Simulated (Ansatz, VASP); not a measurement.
## One calculation of C, two programs

```
C
1.0
     2.31770    0.00000    0.00000
    -1.15885    2.00719    0.00000
     0.00000    0.00000   12.08690
C
12
Cartesian
  0.0000 0.0000 2.2586
  0.0000 0.0000 8.3020
  0.0000 0.0000 3.7849
  0.0000 0.0000 9.8283
  0.0000 1.3381 6.2945
  1.1589 0.6691 0.2511
  0.0000 1.3381 11.8358
  1.1589 0.6691 5.7924
  0.0000 1.3381 7.7968
  1.1589 0.6691 1.7533
  0.0000 1.3381 10.3336
  1.1589 0.6691 4.2901
```

Alike in both runs: task single point; functional LDA; k mesh 12 × 12 × 2; occupations gaussian, width 0.05 eV; no spin polarisation.

|  | VASP | Ansatz |
| --- | --- | --- |
| version | VASP 6.6.1 | Ansatz 0.2.0 |
| potentials or method | VASP PAW LDA potentials, release 64 (C), cutoff 520 eV | scalar-relativistic, plane waves, PAW |
| valence electrons in the cell | 48 | 48 |

|  | VASP | Ansatz | Ansatz less VASP |
| --- | --- | --- | --- |
| gap on the k mesh at the Fermi level (eV) | 4.35 | 4.35 | -0.001 |
| least direct gap on the mesh (eV) | 4.35 | 4.35 | -0.001 |
| rms of the force components (eV/Å) | 0.446 | 0.436 | -0.0104 |

Ansatz warns that its potentials were made for another functional, while VASP's fit it. LDA's correlation is that of Perdew and Zunger in VASP and of Perdew and Wang (1992) in Ansatz. Atom by atom the forces differ by 0.010 eV/Å (rms over components).
